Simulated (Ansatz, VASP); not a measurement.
# ZnS in VASP and in Ansatz

```
CELL_PARAMETERS angstrom
0.00000 2.70465 2.70465
2.70465 0.00000 2.70465
2.70465 2.70465 0.00000
ATOMIC_POSITIONS crystal
Zn 0.00000 0.00000 0.00000
S 0.76849 0.73151 0.69454
```

Alike in both runs: task single point; functional r2SCAN; k mesh 8 × 8 × 8; occupations gaussian, width 0.05 eV; no spin polarisation.

|  | VASP | Ansatz |
| --- | --- | --- |
| version | VASP 6.6.1 | Ansatz 0.2.0 |
| potentials or method | VASP PAW PBE potentials, release 64 (Zn, S), cutoff 520 eV | scalar-relativistic, plane waves, PAW |
| valence electrons in the cell | 18 | 18 |

Ansatz gave:

```
gap on the k mesh at the Fermi level (eV)                     : 2.57
least direct gap on the mesh (eV)                             : 2.57
pressure (GPa)                                                : 0.8
traceless stress, the component that is largest in VASP (GPa) : -4.58
rms of the force components (eV/Å)                            : 0.813
```

Problem. Estimate VASP's values.

Solution. gap on the k mesh at the Fermi level (eV): 2.58; least direct gap on the mesh (eV): 2.58; pressure (GPa): 0.9; traceless stress, the component that is largest in VASP (GPa): -4.64; rms of the force components (eV/Å): 0.824.

VASP's potentials were made for PBE, not for r2SCAN. Atom by atom the forces differ by 0.011 eV/Å (rms over components).
